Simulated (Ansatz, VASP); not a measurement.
# One calculation of Ni, two programs

INCAR

```
SYSTEM = Ni
PREC = Accurate ; ENCUT = 520
EDIFF = 1E-6 ; ISMEAR = -1
SIGMA = 0.05 ; LREAL = .False.
LASPH = .True. ; NELM = 150
ALGO = Normal ; ISIF = 2
LWAVE = .False. ; LCHARG = .False.
LNONCOLLINEAR = .True. ; MAGMOM = 0 0 0.582 0 0 0.582
LORBIT = 11 ; LSORBIT = .True.
GGA_COMPAT = .False. ; LORBMOM = .True.
LMAXMIX = 4 ; GGA = PE
NBANDS = 32
```

File KPOINTS:

```
Automatic mesh
0
Gamma
  11 11 11
  0 0 0
```

POSCAR

```
Ni
1.0
    2.7926049959      0.0000000000      0.0000000000
    0.0000000000      2.7926049959      0.0000000000
    0.0000000000      0.0000000000      2.7926049959
Ni
2
Direct
    0.0000000000      0.0000000000      0.0000000000
    0.5000000000      0.5000000000      0.5000000000
```

Input for Ansatz:

```yaml
crystal:
  lattice:
    - [2.7926049959, 0.0, 0.0]
    - [0.0, 2.7926049959, 0.0]
    - [0.0, 0.0, 2.7926049959]
  atoms:
    - { symbol: Ni, position: [0.0, 0.0, 0.0], spin: 0.582, spin_axis: [0, 0, 1] }
    - { symbol: Ni, position: [0.5, 0.5, 0.5], spin: 0.582, spin_axis: [0, 0, 1] }
hamiltonian:
  xc: pbe
  pseudopotentials:
    kind: paw_fr
    azcp:
      Ni: "pseudopotentials/Ni.paw.azcp"
basis:
  ecutwfc: 420
  fft_grid_basis: typed
kpoints:
  mp_grid: { grid: [11, 11, 11], shift: [0, 0, 0] }
magnetization:
  noncollinear: true
  spin_orbit: true
scf:
  occupations: { method: fermi_dirac, width: 0.05 }
```

Alike in both runs: task single point; functional PBE; k mesh 11 × 11 × 11; occupations fermi-dirac, width 0.05 eV; non-collinear spin, spin-orbit coupling.

|  | VASP | Ansatz |
| --- | --- | --- |
| version | VASP 6.6.1 | Ansatz 0.2.0 |
| potentials or method | VASP PAW PBE potentials, release 64 (Ni), cutoff 520 eV | plane waves (420 eV) with PAW, fully relativistic with spin-orbit coupling |
| valence electrons in the cell | 20 | 36 |

|  | VASP | Ansatz | Ansatz less VASP |
| --- | --- | --- | --- |
| net moment per atom (μB) | 0.56 | 0.57 | +0.009 |

VASP's potentials hold 20 valence electrons a cell and Ansatz's 36, so a difference there can come from the potentials and not from the codes.
